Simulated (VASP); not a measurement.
The system is MnO.

```xyz
2
Lattice="0.0000 2.2220 2.2220 2.2220 0.0000 2.2220 2.2220 2.2220 0.0000" Properties=species:S:1:pos:R:3 pbc="T T T"
Mn    0.0000    0.0000    0.0000
O     2.2220    2.2220    2.2220
```

Base run:

| Quantity | Value |
| --- | --- |
| Program | VASP 6.6.1 |
| Functional | PBEsol |
| Potentials or basis | VASP PAW PBE potentials, release 64 (Mn_pv, O) |
| Cutoff | 520 eV |
| k mesh | 7 × 7 × 7 |
| Occupations | fermi-dirac, width 0.03 eV |
| Spin | collinear spin, ferromagnetic start |
| Starting moments | [6.67, 0.0] μB |
| Fixed moment | 6.67 μB |

Its results: pressure 57.2 GPa; site moments Mn +4.79; O +1.05 μB.

**Question.** The run is repeated on the same cell with these changes: fixed moment from 6.67 μB to 0.83 μB; moments at the start from [6.67, 0.0] to [0.83, 0.0]. What comes out?

**Answer.** Pressure -35.1 GPa; site moments Mn +0.79; O +0.05 μB.

Caveats: the PAW data sets were made with another functional, which shifts forces and pressure a little; the total moment is fixed, so each spin has its own Fermi level; a cell with one magnetic atom can't hold antiferromagnetic order, which such compounds often take.
